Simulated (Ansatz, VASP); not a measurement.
Two plane-wave programs on BP

Contents of INCAR:

```
SYSTEM = BP
PREC = Accurate
ENCUT = 500
EDIFF = 1E-6
ISMEAR = 0
SIGMA = 0.1
LREAL = .False.
LASPH = .True.
NELM = 120
ALGO = Normal
ISIF = 2
LWAVE = .False.
LCHARG = .True.
GGA = CA
LELF = .True.
LVHAR = .True.
NBANDS = 11
GGA_COMPAT = .False.
```

File KPOINTS:

```
regular mesh
0
Gamma
  8 8 8
  0 0 0
```

Contents of POSCAR:

```
BP
1.0
    0.0000000000      2.2660723800      2.2660723800
    2.2660723800      0.0000000000      2.2660723800
    2.2660723800      2.2660723800      0.0000000000
B P
1 1
Direct
    0.0000000000      0.0000000000      0.0000000000
    0.7500000000      0.7500000000      0.7500000000
```

Input for Ansatz:

```yaml
crystal:
  lattice:
    - [0.0, 2.26607238, 2.26607238]
    - [2.26607238, 0.0, 2.26607238]
    - [2.26607238, 2.26607238, 0.0]
  atoms:
    - { symbol: B, position: [0.0, 0.0, 0.0] }
    - { symbol: P, position: [0.75, 0.75, 0.75] }
basis:
  ecutwfc: 420
kpoints:
  mp_grid: { grid: [8, 8, 8] }
hamiltonian:
  xc: lda
  pseudopotentials: { kind: paw, azcp: { folder: soft_1 } }
scf:
  occupations: { method: gaussian, width: 0.1 }
output:
  forces: true
  stress: true
  eigenvalues: true
```

Alike in both runs: task single point; functional LDA; k mesh 8 × 8 × 8; occupations gaussian, width 0.1 eV; no spin polarisation.

```csv
,VASP,Ansatz
version,VASP 6.6.1,Ansatz 0.2.0
potentials or method,"VASP PAW LDA potentials, release 64 (B, P), cutoff 500 eV","scalar-relativistic, plane waves, PAW"
valence electrons in the cell,8,8
```

VASP gave:

| Quantity | Value |
| --- | --- |
| gap on the k mesh at the Fermi level (eV) | 1.21 |
| least direct gap on the mesh (eV) | 3.38 |
| pressure (GPa) | -4.7 |

Problem. Which values does Ansatz return?

Solution. gap on the k mesh at the Fermi level (eV): 1.21; least direct gap on the mesh (eV): 3.38; pressure (GPa): -4.6.

Ansatz warns that its potentials were made for another functional, while VASP's fit it. LDA's correlation is that of Perdew and Zunger in VASP and of Perdew and Wang (1992) in Ansatz.
